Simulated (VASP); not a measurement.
# TaN (Fmm2) in VASP: notebook, part 2 of 2

VASP 6.6.1.

**4. Single point, LDA (atoms displaced along a vibrational mode, the cell strained)**

File INCAR:

```
PREC     = Accurate       # precision mode
ENCUT    = 700            # plane-wave cutoff, eV
EDIFF    = 1E-6           # SCF threshold, eV
ISMEAR   = 0              # smearing method
SIGMA    = 0.15           # smearing width, eV
LREAL    = False          # projectors in reciprocal space
LASPH    = True           # aspherical terms in the spheres
NELM     = 120            # most SCF steps
ALGO     = Normal         # electronic algorithm
ISIF     = 2              # what is computed and relaxed
LWAVE    = False          # write WAVECAR
LCHARG   = False          # write CHGCAR
NBANDS   = 16             # bands
GGA_COMPAT= False
```

File KPOINTS:

```
regular mesh
0
Gamma
  18 18 18
```

File POSCAR:

```
TaN
1.0
    0.0000000000      2.2031871567      2.1742693740
    2.2031871567      0.0000000000      2.1742693740
    2.2031871567      2.2031871567      0.0000000000
Ta N
1 1
Direct
    0.4956387160      0.5043612840      0.5043612840
    0.0563407651     -0.0563407651     -0.0563407651
```

Potentials or basis: VASP PAW LDA potentials, release 64 (Ta_sv_GW, N).

On the command line:

```
$ cat potpaw_LDA.64/Ta_sv_GW/POTCAR potpaw_LDA.64/N/POTCAR > POTCAR
$ mpirun -np 1 vasp_std > vasp.out
```

OUTCAR:

```text
PREC = Accurate
   ENCUT = 700
   EDIFF = 1E-6
   ISMEAR = 0
   LREAL = False
   LASPH = True
   NELM = 120
   ISIF = 2

 ion  position               nearest neighbor table
   1  0.496  0.504  0.504-   2 1.94   2 2.19   2 2.19   2 2.22   2 2.22   2 2.47
   2  0.056  0.944  0.944-   1 1.94   1 2.19   1 2.19   1 2.22   1 2.22   1 2.47

  LATTYP: Found a body centered tetragonal cell.
 ALAT       =     3.1157771575
 C/A-ratio  =     1.3956513988

  Lattice vectors:

 A1 = (   0.0000000000,  -2.2031871567,  -2.1742693740)
 A2 = (   0.0000000000,   2.2031871567,  -2.1742693740)
 A3 = (   2.2031871567,   0.0000000000,   2.1742693740)

Analysis of symmetry for initial positions (statically):
=====================================================================
 Subroutine PRICEL returns:
 Original cell was already a primitive cell.

 Routine SETGRP: Setting up the symmetry group for a
 body centered tetragonal supercell.

 Subroutine GETGRP returns: Found  4 space group operations
 (whereof  4 operations were pure point group operations)
 out of a pool of 16 trial point group operations.

The static configuration has the point symmetry C_2v.

Analysis of symmetry for dynamics (positions and initial velocities):
=====================================================================
 Subroutine PRICEL returns:
 Original cell was already a primitive cell.

 Routine SETGRP: Setting up the symmetry group for a
 body centered tetragonal supercell.

 Subroutine GETGRP returns: Found  4 space group operations
 (whereof  4 operations were pure point group operations)
 out of a pool of 16 trial point group operations.

The dynamic configuration has the point symmetry C_2v.

 Subroutine INISYM returns: Found  4 space group operations
 (whereof  4 operations are pure point group operations),
 and found     1 'primitive' translations

----------------------------------------------------------------------------------------

                                     Primitive cell

  volume of cell :      21.1080

  direct lattice vectors                    reciprocal lattice vectors
     0.000000000  2.203187157  2.174269374    -0.226943952  0.226943952  0.229962306
     2.203187157  0.000000000  2.174269374     0.226943952 -0.226943952  0.229962306
     2.203187157  2.203187157  0.000000000     0.226943952  0.226943952 -0.229962306

  length of vectors
     3.095396737  3.095396737  3.115777157     0.394828794  0.394828794  0.394828794

  position of ions in fractional coordinates (direct lattice)
     0.495638716  0.504361284  0.504361284
     0.056340765  0.943659235  0.943659235

  ion indices of the primitive-cell ions
   primitive index   ion index
                 1           1
                 2           2

----------------------------------------------------------------------------------------

 KPOINTS: regular mesh

Automatic generation of k-mesh.
 Grid dimensions read from file:
 generate k-points for:   18   18   18

 Generating k-lattice:

  Cartesian coordinates                     Fractional coordinates (reciprocal lattice)
    -0.012607997  0.012607997  0.012775684     0.055555556  0.000000000  0.000000000
     0.012607997 -0.012607997  0.012775684     0.000000000  0.055555556  0.000000000
     0.012607997  0.012607997 -0.012775684     0.000000000  0.000000000  0.055555556

  Length of vectors
     0.021934933  0.021934933  0.021934933

  Shift w.r.t. Gamma in fractional coordinates (k-lattice)
     0.000000000  0.000000000  0.000000000

 Subroutine IBZKPT returns following result:
 ===========================================

 Found    865 irreducible k-points:

 Following reciprocal coordinates:
            Coordinates               Weight
  0.000000  0.000000  0.000000      1.000000
  0.055556  0.000000  0.000000      8.000000
  0.111111  0.000000  0.000000      8.000000
  0.166667  0.000000  0.000000      8.000000
  0.222222 -0.000000  0.000000      8.000000
  0.277778  0.000000  0.000000      8.000000
[... 16 lines left out ...]
 -0.277778  0.055556  0.000000      8.000000
 -0.222222  0.055556  0.000000      8.000000
 [... further k-points ...]
   k-points           NKPTS =    865   k-points in BZ     NKDIM =    865   number of bands    NBANDS=     16
   number of dos      NEDOS =    301   number of ions     NIONS =      2
   total plane-waves  NPLWV =  21952
   dimension x,y,z NGX =    28 NGY =   28 NGZ =   28
   dimension x,y,z NGXF=    56 NGYF=   56 NGZF=   56
   ions per type =               1   1
   NGX,Y,Z   is equivalent  to a cutoff of  15.04, 15.04, 14.94 a.u.
   NGXF,Y,Z  is equivalent  to a cutoff of  30.08, 30.08, 29.88 a.u.
 SYSTEM =  unknown system
   PREC   = accura    normal or accurate (medium, high low for compatibility)
   ISTART =      0    job   : 0-new  1-cont  2-samecut
   ICHARG =      2    charge: 1-file 2-atom 10-const
   ISPIN  =      1    spin polarized calculation?
   LNONCOLLINEAR =      F non collinear calculations
   LSORBIT =      F    spin-orbit coupling
   LASPH  =      T    aspherical Exc in radial PAW
   ENCUT  =  700.0 eV  51.45 Ry    7.17 a.u.   6.68  6.68  6.72*2*pi/ulx,y,z
   NELM   =    120;   NELMIN=  2; NELMDL= -5     # of ELM steps
   EDIFF  = 0.1E-05   stopping-criterion for ELM
   LREAL  =      F    real-space projection
   EDIFFG = 0.1E-04   stopping-criterion for IOM
   NSW    =      0    number of steps for IOM
   IBRION =     -1    ionic relax: 0-MD 1-quasi-New 2-CG
   NFREE  =      0    steps in history (QN), initial steepest desc. (CG)
   ISIF   =      2    stress and relaxation
   ISYM   =      2    0-nonsym 1-usesym 2-fastsym
   POTIM  = 0.5000    time-step for ionic-motion
   TEBEG  =    0.0;   TEEND  =   0.0 temperature during run
   PSTRESS=    0.0 pullay stress
   NELECT =      18.0000    total number of electrons
   NUPDOWN=      -1.0000    fix difference up-down
   EMIN   =  10.00;   EMAX   =-10.00  energy-range for DOS
   EFERMI =   0.00;   METHOD = LEGACY
   ISMEAR =     0;   SIGMA  =   0.15  broadening in eV -4-tet -1-fermi 0-gaus
   EFERMI_NEDOS =   21; number of points for ismear=-14 and -15
   IALGO  =     38    algorithm
   IMIX   =      4    mixing-type and parameters
     AMIX     =   0.40;   BMIX     =  1.00
     AMIX_MAG =   1.60;   BMIX_MAG =  1.00
  volume/ion in A,a.u.               =      10.55        71.22
  Fermi-wavevector in a.u.,A,eV,Ry     =   1.552448  2.933701 32.791315  2.410094
  Thomas-Fermi vector in A             =   2.656821
   LORBIT       =      0    0 simple, 1 ext, 2 COOP (PROOUT), +10 PAW based schemes
   GGA     = CA    functional components
   LHFCALC =     F    Hartree Fock is set to
   AEXX    =    0.0000 exact exchange contribution
   IVDW    =     0    specifies the selected vdW correction
   LEPSILON=     F    determine dielectric tensor
   LRPA    =     F    only Hartree local field effects (RPA)
 non-spin polarized calculation
 Gauss-broadening in eV      SIGMA  =   0.15
  energy-cutoff  :      700.00
  volume of cell :       21.11
 maximum number of plane-waves:       908
   NGX = 13   NGY = 13   NGZ = 13

 number of electron      18.0000000 magnetization

 Free energy of the ion-electron system (eV)
  ---------------------------------------------------
  ext. energy  EPLUGINS =         0.00000000
  ---------------------------------------------------
  free energy    TOTEN  =       -26.33673812 eV

  energy without entropy =      -26.32650333  energy(sigma->0) =      -26.33162072

 E-fermi :  13.4665     XC(G=0): -14.0742

 val. band max:       13.4637015640   @ k =   0.2222   0.1111  -0.3333
 cond. band min:      13.4682192831   @ k =   0.2778   0.0556  -0.2222
 fundamental gap:      0.0045177192
 Fermi energy:        13.4664837915

 k-point     1 :       0.0000    0.0000    0.0000
  band No.  band energies     occupation
      1     -55.3922      2.00000
      2     -21.9320      2.00000
      3     -21.8198      2.00000
      4     -21.8148      2.00000
      5      -5.0551      2.00000
      6       8.5311      2.00000
[... 8 lines left out ...]
     15      22.6568      0.00000
     16      36.3089      0.00000
[... 419 lines left out ...]
 k-point    24 :      -0.2222    0.0556    0.0000
  band No.  band energies     occupation
      1     -55.3623      2.00000
      2     -22.3232      2.00000
      3     -21.9221      2.00000
      4     -21.8795      2.00000
      5      -3.7763      2.00000
      6       5.6218      2.00000
[... 8 lines left out ...]
     15      25.8466      0.00000
     16      29.6173      0.00000

 [... further k-points ...]

------------------------ aborting loop because EDIFF is reached ----------------------------------------

  FORCE on cell =-STRESS in cart. coord.  units (eV):
  Direction    XX          YY          ZZ          XY          YZ          ZX
  --------------------------------------------------------------------------------------
  -------------------------------------------------------------------------------------
  Total        3.3293465     -1.3379660     -0.3718493      0.0000000      0.0000000      0.0000000
  in kB      252.7105983   -101.5569192    -28.2248384      0.0000000      0.0000000      0.0000000
  external PRESSURE =      40.9762802 kB  Pullay stress =       0.0000000 kB

 VOLUME and BASIS-vectors are now :
 -----------------------------------------------------------------------------
  energy-cutoff  :      700.00
  volume of cell :       21.11
      direct lattice vectors                 reciprocal lattice vectors
     0.000000000  2.203187157  2.174269374    -0.226943952  0.226943952  0.229962306
     2.203187157  0.000000000  2.174269374     0.226943952 -0.226943952  0.229962306
     2.203187157  2.203187157  0.000000000     0.226943952  0.226943952 -0.229962306

 POSITION                                       TOTAL-FORCE (eV/Angst)
 -----------------------------------------------------------------------------------
      2.22240      2.20319      2.17427        -2.931990      0.000000      0.000000
      4.15812      2.20319      2.17427         2.931990      0.000000      0.000000
 -----------------------------------------------------------------------------------
    total drift:                                0.000043     -0.000000      0.000000

  FREE ENERGIE OF THE ION-ELECTRON SYSTEM (eV)
  ---------------------------------------------------
  free  energy   TOTEN  =       -26.3367381195 eV

  energy  without entropy=      -26.3265033268  energy(sigma->0) =      -26.33162072
```

Wall time 4 min (1 thread of AMD EPYC 9R45 (Zen 5), shared host); peak memory 0.54 GiB.

Results:

```
Free energy            : -26.3367 eV
Pressure               : 4.1 GPa
Largest force          : 2.932 eV/Å
Band gap on the k mesh : zero (bands 9 and 10 overlap by 3.00 eV)
```

Forces on the atoms (eV/Å):
```
Ta  -2.932  0.000  0.000
N    2.932  0.000  0.000
```

Levels at points of the mesh, in eV from the Fermi level:
| k point | band 7 | band 8 | band 9 | band 10 | band 11 | band 12 |
| --- | --- | --- | --- | --- | --- | --- |
| (0.00, 0.00, 0.00) | -4.88 | -4.86 | -1.98 | -0.55 | -0.53 | 0.24 |
| (0.50, 0.00, 0.00) | -7.46 | -7.34 | 1.63 | 1.99 | 2.18 | 3.85 |
| (0.50, 0.50, 0.00) | -6.40 | -4.79 | -2.64 | 2.76 | 3.71 | 3.77 |
| (0.50, 0.00, 0.50) | -6.53 | -4.79 | -2.53 | 2.76 | 3.61 | 3.86 |
| (0.00, 0.50, 0.50) | -5.35 | -4.52 | -4.47 | 2.35 | 3.42 | 3.60 |

Caveat: the cell differs from its parent crystal (atoms displaced along a vibrational mode, the cell strained); the stress differs along the axes, from -10 to 25 GPa; spin-orbit coupling is left out, which moves the levels of the heavy elements; forces of over 1 eV/Å act on the atoms, so gaps and moduli don't describe the material at rest.

**5. Overview**

```csv
cell,gap on the mesh (eV),pressure (GPa),largest force (eV/Å)
"a = 3.055, b = 3.055, c = 3.034 Å, angles 60.2, 60.2, 59.6°, 2 atoms, atomic positions A",none,15.7,1.62
"a = 3.034, b = 3.034, c = 2.993 Å, angles 60.4, 60.4, 59.1°, 2 atoms, atomic positions B",none,34.2,3.24
"a = 3.095, b = 3.095, c = 3.116 Å, angles 59.8, 59.8, 60.4°, 2 atoms, atomic positions C",none,4.1,2.93
```

Alike in all rows: task single point; level LDA; potentials or basis VASP PAW LDA potentials, release 64 (Ta_sv_GW, N); no spin polarisation; k mesh 18 × 18 × 18; cutoff (eV) 700; smearing gaussian 0.15 eV.

Caveats: spin-orbit coupling is left out, which moves the levels of the heavy elements; forces of over 1 eV/Å act on the atoms, so gaps and moduli don't describe the material at rest; the stress differs along the axes, from 5 to 26 GPa (at least some runs); the stress differs along the axes, from 10 to 60 GPa (at least some runs); the stress differs along the axes, from -10 to 25 GPa (at least some runs).

Absolute energies hang on the potentials; compare differences alone.
